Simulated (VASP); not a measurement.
# Sc (P6_3/mmc) in VASP: notebook

The runs below take Sc through single point, with r2SCAN.

Program: VASP 6.6.1. These are calculated values, not measurements. Logs are shortened: lines on timing, memory, paths and dates and some standing lists are left out, and cuts for length are marked.

### Step 1. The cell of the first run

The structure is hexagonal, space group P6_3/mmc (No. 194). Conventional cell: a = 3.105 Å, b = 3.105 Å, c = 4.663 Å, α = 90.00°, β = 90.00°, γ = 120.00°. Within 3.9 Å of Sc (site symmetry -6m2) lie 12 Sc at 2.94 to 3.10 Å.

### Step 2. Single point, r2SCAN

File POSCAR:

```
Sc
1.0
    3.1049718267      0.0000000000      0.0000000000
   -1.5524859134      2.6889844800      0.0000000000
    0.0000000000      0.0000000000      4.6631532023
Sc
2
Direct
    0.3333333333      0.6666666667      0.2500000000
    0.6666666667      0.3333333333      0.7500000000
```

File INCAR.step1:

```
SYSTEM = Sc
PREC = Accurate
ENCUT = 520
ISMEAR = 1
SIGMA = 0.05
LREAL = .FALSE.
LASPH = .TRUE.
NELM = 100
NBANDS = 18
GGA = PE
ALGO = Normal
EDIFF = 1E-4
LWAVE = .TRUE.
LCHARG = .FALSE.
```

File INCAR.step2:

```
SYSTEM = Sc
PREC = Accurate
ENCUT = 520
EDIFF = 1E-7
ISMEAR = 1
SIGMA = 0.05
LREAL = .FALSE.
LASPH = .TRUE.
NELM = 100
ALGO = Normal
ISIF = 2
LWAVE = .FALSE.
LCHARG = .FALSE.
METAGGA = R2SCAN
LMIXTAU = .TRUE.
NBANDS = 18
ISTART = 1
```

File KPOINTS:

```
Automatic mesh
0
G
  8 8 4
  0 0 0
```

Potentials or basis: VASP PAW PBE potentials, release 64 (Sc_sv).

Run with:

```bash
$ cat potpaw_PBE.64/Sc_sv/POTCAR > POTCAR
$ cp INCAR.step1 INCAR
$ mpirun -np 1 vasp_std > vasp.out
$ cp INCAR.step2 INCAR
$ mpirun -np 1 vasp_std > vasp.out
```

OUTCAR:

```text
SYSTEM = Sc
   PREC = Accurate
   ENCUT = 520
   EDIFF = 1E-7
   ISMEAR = 1
   LREAL = .FALSE.
   LASPH = .TRUE.
   NELM = 100
   ISIF = 2
   METAGGA = R2SCAN
   ISTART = 1

 ion  position               nearest neighbor table
   1  0.333  0.667  0.250-   2 2.94   2 2.94   2 2.94   2 2.94   2 2.94   2 2.94
   2  0.667  0.333  0.750-   1 2.94   1 2.94   1 2.94   1 2.94   1 2.94   1 2.94

  LATTYP: Found a hexagonal cell.
 ALAT       =     3.1049718267
 C/A-ratio  =     1.5018343040

  Lattice vectors:

 A1 = (   3.1049718267,   0.0000000000,   0.0000000000)
 A2 = (  -1.5524859134,   2.6889844800,   0.0000000000)
 A3 = (   0.0000000000,   0.0000000000,   4.6631532023)

Analysis of symmetry for initial positions (statically):
=====================================================================
 Subroutine PRICEL returns:
 Original cell was already a primitive cell.

 Routine SETGRP: Setting up the symmetry group for a
 hexagonal supercell.

 Subroutine GETGRP returns: Found 24 space group operations
 (whereof 12 operations were pure point group operations)
 out of a pool of 24 trial point group operations.

The static configuration has the point symmetry D_3d.
 The point group associated with its full space group is D_6h.

Analysis of symmetry for dynamics (positions and initial velocities):
=====================================================================
 Subroutine PRICEL returns:
 Original cell was already a primitive cell.

 Routine SETGRP: Setting up the symmetry group for a
 hexagonal supercell.

 Subroutine GETGRP returns: Found 24 space group operations
 (whereof 12 operations were pure point group operations)
 out of a pool of 24 trial point group operations.

The dynamic configuration has the point symmetry D_3d.
 The point group associated with its full space group is D_6h.

 Subroutine INISYM returns: Found 24 space group operations
 (whereof 12 operations are pure point group operations),
 and found     1 'primitive' translations

----------------------------------------------------------------------------------------

                                     Primitive cell

  volume of cell :      38.9337

  direct lattice vectors                    reciprocal lattice vectors
     3.104971827  0.000000000  0.000000000     0.322064114  0.185943803  0.000000000
    -1.552485913  2.688984480  0.000000000     0.000000000  0.371887606  0.000000000
     0.000000000  0.000000000  4.663153202     0.000000000  0.000000000  0.214447168

  length of vectors
     3.104971827  3.104971827  4.663153202     0.371887606  0.371887606  0.214447168

  position of ions in fractional coordinates (direct lattice)
     0.333333333  0.666666667  0.250000000
     0.666666667  0.333333333  0.750000000

  ion indices of the primitive-cell ions
   primitive index   ion index
                 1           1
                 2           2

----------------------------------------------------------------------------------------

 KPOINTS: Automatic mesh

Automatic generation of k-mesh.
 Grid dimensions read from file:
 generate k-points for:    8    8    4

 Generating k-lattice:

  Cartesian coordinates                     Fractional coordinates (reciprocal lattice)
     0.040258014  0.023242975  0.000000000     0.125000000  0.000000000  0.000000000
     0.000000000  0.046485951  0.000000000     0.000000000  0.125000000  0.000000000
     0.000000000  0.000000000  0.053611792     0.000000000  0.000000000  0.250000000

  Length of vectors
     0.046485951  0.046485951  0.053611792

  Shift w.r.t. Gamma in fractional coordinates (k-lattice)
     0.000000000  0.000000000  0.000000000

 Subroutine IBZKPT returns following result:
 ===========================================

 Found     30 irreducible k-points:

 Following reciprocal coordinates:
            Coordinates               Weight
  0.000000  0.000000  0.000000      1.000000
  0.125000  0.000000  0.000000      6.000000
  0.250000  0.000000  0.000000      6.000000
  0.375000  0.000000  0.000000      6.000000
  0.500000  0.000000  0.000000      3.000000
  0.125000  0.125000  0.000000      6.000000
[... 16 lines left out ...]
  0.250000  0.000000  0.500000      6.000000
  0.375000  0.000000  0.500000      6.000000
 [... further k-points ...]
   k-points           NKPTS =     30   k-points in BZ     NKDIM =     30   number of bands    NBANDS=     18
   number of dos      NEDOS =    301   number of ions     NIONS =      2
   total plane-waves  NPLWV =  20736
   dimension x,y,z NGX =    24 NGY =   24 NGZ =   36
   dimension x,y,z NGXF=    48 NGYF=   48 NGZF=   72
   ions per type =               2
   NGX,Y,Z   is equivalent  to a cutoff of  12.85, 12.85, 12.83 a.u.
   NGXF,Y,Z  is equivalent  to a cutoff of  25.70, 25.70, 25.67 a.u.
 SYSTEM =  Sc
   PREC   = accura    normal or accurate (medium, high low for compatibility)
   ISTART =      1    job   : 0-new  1-cont  2-samecut
   ICHARG =      0    charge: 1-file 2-atom 10-const
   ISPIN  =      1    spin polarized calculation?
   LNONCOLLINEAR =      F non collinear calculations
   LSORBIT =      F    spin-orbit coupling
   LASPH  =      T    aspherical Exc in radial PAW
   ENCUT  =  520.0 eV  38.22 Ry    6.18 a.u.   5.77  5.77  8.67*2*pi/ulx,y,z
   NELM   =    100;   NELMIN=  2; NELMDL=  0     # of ELM steps
   EDIFF  = 0.1E-06   stopping-criterion for ELM
   LREAL  =      F    real-space projection
   EDIFFG = 0.1E-05   stopping-criterion for IOM
   NSW    =      0    number of steps for IOM
   IBRION =     -1    ionic relax: 0-MD 1-quasi-New 2-CG
   NFREE  =      0    steps in history (QN), initial steepest desc. (CG)
   ISIF   =      2    stress and relaxation
   ISYM   =      2    0-nonsym 1-usesym 2-fastsym
   POTIM  = 0.5000    time-step for ionic-motion
   TEBEG  =    0.0;   TEEND  =   0.0 temperature during run
   PSTRESS=    0.0 pullay stress
   NELECT =      22.0000    total number of electrons
   NUPDOWN=      -1.0000    fix difference up-down
   EMIN   =  10.00;   EMAX   =-10.00  energy-range for DOS
   EFERMI =   0.00;   METHOD = LEGACY
   ISMEAR =     1;   SIGMA  =   0.05  broadening in eV -4-tet -1-fermi 0-gaus
   EFERMI_NEDOS =   21; number of points for ismear=-14 and -15
   IALGO  =     38    algorithm
   IMIX   =      4    mixing-type and parameters
     AMIX     =   0.40;   BMIX     =  1.00
     AMIX_MAG =   1.60;   BMIX_MAG =  1.00
  volume/ion in A,a.u.               =      19.47       131.37
  Fermi-wavevector in a.u.,A,eV,Ry     =   1.353445  2.557640 24.923322  1.831813
  Thomas-Fermi vector in A             =   2.480699
   LORBIT       =      0    0 simple, 1 ext, 2 COOP (PROOUT), +10 PAW based schemes
   METAGGA = R2SCAN    functional components
   LHFCALC =     F    Hartree Fock is set to
   AEXX    =    0.0000 exact exchange contribution
   IVDW    =     0    specifies the selected vdW correction
   LEPSILON=     F    determine dielectric tensor
   LRPA    =     F    only Hartree local field effects (RPA)
 non-spin polarized calculation
 Methfessel and Paxton  Order N= 1 SIGMA  =   0.05
  energy-cutoff  :      520.00
  volume of cell :       38.93
 maximum number of plane-waves:      1061
 NGX is ok and might be reduce to    24
   NGX = 11   NGY = 11   NGZ = 17

 number of electron      21.9999998 magnetization

 Free energy of the ion-electron system (eV)
  ---------------------------------------------------
  ext. energy  EPLUGINS =         0.00000000
  ---------------------------------------------------
  free energy    TOTEN  =       -22.13875949 eV

  energy without entropy =      -22.13899798  energy(sigma->0) =      -22.13883899

 E-fermi :   5.2263     XC(G=0): -11.6750

 val. band max:        5.2080249362   @ k =   0.1250   0.1250   0.2500
 cond. band min:       5.2716093604   @ k =   0.2500   0.0000   0.0000
 fundamental gap:      0.0635844241
 Fermi energy:         5.2262982119

 k-point     1 :       0.0000    0.0000    0.0000
  band No.  band energies     occupation
      1     -45.6914      2.00000
      2     -45.4726      2.00000
      3     -23.8783      2.00000
      4     -23.0863      2.00000
      5     -23.0863      2.00000
      6     -22.9245      2.00000
[... 10 lines left out ...]
     17       8.2019      0.00000
     18       8.2020      0.00000

 k-point     2 :       0.1250    0.0000    0.0000
  band No.  band energies     occupation
      1     -45.6725      2.00000
      2     -45.4684      2.00000
      3     -23.8330      2.00000
      4     -23.1656      2.00000
      5     -23.1153      2.00000
      6     -23.0074      2.00000
[... 10 lines left out ...]
     17       8.2900      0.00000
     18       8.3740      0.00000

 k-point     3 :       0.2500    0.0000    0.0000
  band No.  band energies     occupation
      1     -45.6238      2.00000
      2     -45.4609      2.00000
      3     -23.7106      2.00000
      4     -23.3608      2.00000
      5     -23.1958      2.00000
      6     -23.1803      2.00000
[... 10 lines left out ...]
     17       9.0623      0.00000
     18       9.0739      0.00000

 k-point     4 :       0.3750    0.0000    0.0000
  band No.  band energies     occupation
      1     -45.5674      2.00000
      2     -45.4609      2.00000
      3     -23.5593      2.00000
      4     -23.5526      2.00000
      5     -23.3704      2.00000
      6     -23.2410      2.00000
[... 375 lines left out ...]
      4     -23.4207      2.00000
      5     -23.0377      2.00000
      6     -23.0377      2.00000
[... 10 lines left out ...]
     17       9.8470      0.00000
     18       9.8470      0.00000

 k-point    23 :       0.2500    0.0000    0.5000
  band No.  band energies     occupation
      1     -45.5428      2.00000
      2     -45.5428      2.00000
      3     -23.5388      2.00000
      4     -23.5388      2.00000
      5     -23.0762      2.00000
      6     -23.0762      2.00000
[... 10 lines left out ...]
     17       9.8557      0.00000
     18       9.8557      0.00000

 k-point    24 :       0.3750    0.0000    0.5000
  band No.  band energies     occupation
      1     -45.5142      2.00000
      2     -45.5142      2.00000
      3     -23.6857      2.00000
      4     -23.6857      2.00000
      5     -23.1101      2.00000
      6     -23.1101      2.00000
[... 10 lines left out ...]
     17      10.1796      0.00000
     18      10.1796      0.00000

 [... further k-points ...]

------------------------ aborting loop because EDIFF is reached ----------------------------------------

  FORCE on cell =-STRESS in cart. coord.  units (eV):
  Direction    XX          YY          ZZ          XY          YZ          ZX
  --------------------------------------------------------------------------------------
  -------------------------------------------------------------------------------------
  Total        4.9330284      4.9330284      4.9697689     -0.0000000      0.0000000      0.0000000
  in kB      203.0011758    203.0011758    204.5131000     -0.0000000      0.0000000      0.0000000
  external PRESSURE =     203.5051505 kB  Pullay stress =       0.0000000 kB

 VOLUME and BASIS-vectors are now :
 -----------------------------------------------------------------------------
  energy-cutoff  :      520.00
  volume of cell :       38.93
      direct lattice vectors                 reciprocal lattice vectors
     3.104971827  0.000000000  0.000000000     0.322064114  0.185943803  0.000000000
    -1.552485913  2.688984480  0.000000000     0.000000000  0.371887606  0.000000000
     0.000000000  0.000000000  4.663153202     0.000000000  0.000000000  0.214447168

 POSITION                                       TOTAL-FORCE (eV/Angst)
 -----------------------------------------------------------------------------------
     -0.00000      1.79266      1.16579        -0.000000     -0.000000      0.000000
      1.55249      0.89633      3.49736         0.000000      0.000000      0.000000
 -----------------------------------------------------------------------------------
    total drift:                               -0.000000      0.000000     -0.000000

  FREE ENERGIE OF THE ION-ELECTRON SYSTEM (eV)
  ---------------------------------------------------
  free  energy   TOTEN  =       -22.1387594938 eV

  energy  without entropy=      -22.1389979818  energy(sigma->0) =      -22.13883899
```

Wall time 34 s (1 thread of Intel Xeon 6975P-C (Granite Rapids), shared host); peak memory 0.16 GiB.

Results:

```yaml
Free_energy: -22.1388 eV
Pressure: 20.4 GPa
Band_gap_on_the_k_mesh: zero (bands 11 and 12 overlap by 2.33 eV)
```

Caveat: the cell stands under pressure; the PAW data sets were made with another functional, which shifts forces and pressure a little.

### Step 3. Single point, r2SCAN

This run uses another cell than the first one, of 21.52 Å³/atom.

File POSCAR:

```
Sc
1.0
    3.1936129662      0.0000000000      0.0000000000
   -1.5968064831      2.7657499585      0.0000000000
    0.0000000000      0.0000000000      4.8716860465
Sc
2
Direct
    0.3333333333      0.6666666667      0.2500000000
    0.6666666667      0.3333333333      0.7500000000
```

File INCAR.step1:

```
SYSTEM = Sc
PREC = Accurate ; ENCUT = 520
ISMEAR = 1 ; SIGMA = 0.05
LREAL = .False. ; LASPH = .True.
NELM = 60 ; NBANDS = 18
GGA = PE ; ALGO = Normal
EDIFF = 1E-4 ; LWAVE = .True.
LCHARG = .False.
```

File INCAR.step2:

```
SYSTEM = Sc
PREC = Accurate ; ENCUT = 520
EDIFF = 1E-6 ; ISMEAR = 1
SIGMA = 0.05 ; LREAL = .False.
LASPH = .True. ; NELM = 60
ALGO = Normal ; ISIF = 2
LWAVE = .False. ; LCHARG = .False.
METAGGA = R2SCAN ; LMIXTAU = .True.
NBANDS = 18 ; ISTART = 1
```

File KPOINTS:

```
Automatic mesh
0
Gamma
  8 8 4
  0 0 0
```

Potentials or basis: VASP PAW PBE potentials, release 64 (Sc_sv).

Run with:

```bash
$ cat potpaw_PBE.64/Sc_sv/POTCAR > POTCAR
$ cp INCAR.step1 INCAR
$ mpirun -np 1 vasp_std > vasp.out
$ cp INCAR.step2 INCAR
$ mpirun -np 1 vasp_std > vasp.out
```

It took 28 s on 1 thread of Intel Xeon 6975P-C (Granite Rapids), shared host; peak memory 0.16 GiB.

The run converged. Its results:

```
Free energy            : -22.5252 eV
Pressure               : 10.3 GPa
Band gap on the k mesh : zero (bands 11 and 12 overlap by 1.92 eV)
```

Levels at points of the mesh, in eV from the Fermi level:
```csv
k point,band 7,band 8,band 9,band 10,band 11,band 12,band 13,band 14
"(0.00, 0.00, 0.00)",-28.49,-28.45,-5.71,-1.89,1.07,1.94,1.94,2.44
"(0.50, 0.00, 0.00)",-28.64,-28.54,-1.77,-1.32,-0.84,-0.40,1.60,1.75
"(0.00, 0.00, 0.50)",-28.55,-28.55,-3.86,-3.86,1.28,1.28,1.82,1.82
"(0.50, 0.00, 0.50)",-28.61,-28.61,-1.72,-1.72,0.14,0.14,1.63,1.63
```

Caveat: the cell stands under pressure; the PAW data sets were made with another functional, which shifts forces and pressure a little.

The gap in the log of VASP goes by the Fermi energy; the results here count the filled bands.